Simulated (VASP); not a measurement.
A run of VASP 6.6.1 is set up as follows.

Contents of INCAR:

```
  PREC = Accurate
  ENCUT = 520
  EDIFF = 1E-6
  ISMEAR = 0
  SIGMA = 0.01
  LREAL = False
  LASPH = True
  NELM = 100
  ALGO = Normal
  ISIF = 2
  LWAVE = False
  LCHARG = True
  GGA = CA
  LELF = True
  LVHAR = True
  NBANDS = 16
```

The input KPOINTS:

```
regular mesh
0
Gamma
  8 8 8
```

Contents of POSCAR:

```
ZnS
1.0
    2.7014380825      2.7014380825      0.0000000000
   -2.7014380825      2.7014380825      0.0000000000
    0.0000000000      2.7014380825      2.6166870839
Zn S
1 1
Direct
    0.7500000000      0.2500000000      0.5000000000
    0.0000000000      0.0000000000      0.0000000000
```

Potentials or basis: VASP PAW LDA potentials, release 64 (Zn, S).

Command:

```bash
$ cat potpaw_LDA.64/Zn/POTCAR potpaw_LDA.64/S/POTCAR > POTCAR
$ mpirun -np 1 vasp_std > vasp.out
```

**Question.** Estimate the band gap on the k mesh.

**Answer.** 1.96 eV, direct.

**Question.** Predict the pressure.

**Answer.** -2.1 GPa.

Stress tensor (GPa, compression positive):
```
-2.52  0.00  0.00
 0.00 -2.52  0.00
 0.00  0.00 -1.13
```

Caveat: the cell differs from its parent crystal (in-plane strain +0.02).
